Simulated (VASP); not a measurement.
Here is a VASP 6.6.1 calculation.

File INCAR:

```
PREC = Accurate ; ENCUT = 520
EDIFF = 1E-6 ; ISMEAR = 0
SIGMA = 0.05 ; LREAL = False
LASPH = True ; NELM = 150
ALGO = Normal ; ISIF = 2
LWAVE = False ; LCHARG = False
ISPIN = 2 ; MAGMOM = 7.49 -0.46 -0.46 -0.46
LORBIT = 11 ; LMAXMIX = 6
LDAU = True ; LDAUTYPE = 2
LDAUL = 3 -1 ; LDAUU = 6 0
LDAUJ = 0 0 ; LDAUPRINT = 1
GGA = PE ; NBANDS = 36
```

Contents of KPOINTS:

```
Automatic mesh
0
Gamma
  8 8 8
```

POSCAR

```
EuNi3
1.0
    4.0473410739      0.0000000000      0.0000000000
    0.0000000000      4.0473410739      0.0000000000
    0.0000000000      0.0000000000      4.0473410739
Eu Ni
1 3
Direct
    0.0000000000      0.0000000000      0.0000000000
    0.0000000000      0.5000000000      0.5000000000
    0.5000000000      0.5000000000      0.0000000000
    0.5000000000      0.0000000000      0.5000000000
```

Potentials or basis: VASP PAW PBE potentials, release 64 (Eu, Ni).

Command:

```sh
$ cat potpaw_PBE.64/Eu/POTCAR potpaw_PBE.64/Ni/POTCAR > POTCAR
$ mpirun -np 1 vasp_std > vasp.out
```

Predict the site moments.

Eu +6.68; Ni -0.40 μB.

What does it give for the net moment?

5.92 μB per cell.

Predict the pressure.

-5.3 GPa.

Eigenvalues of the final occupation matrices:
```
    site  spin  trace                         eigenvalues
site 1 f     1   6.68  0.94 0.94 0.94 0.96 0.96 0.96 0.97
site 1 f     2   0.02  0.00 0.00 0.00 0.00 0.00 0.00 0.00
```

Caveat: the cell stands under tension; spin-orbit coupling is left out, which moves the levels of the heavy elements.
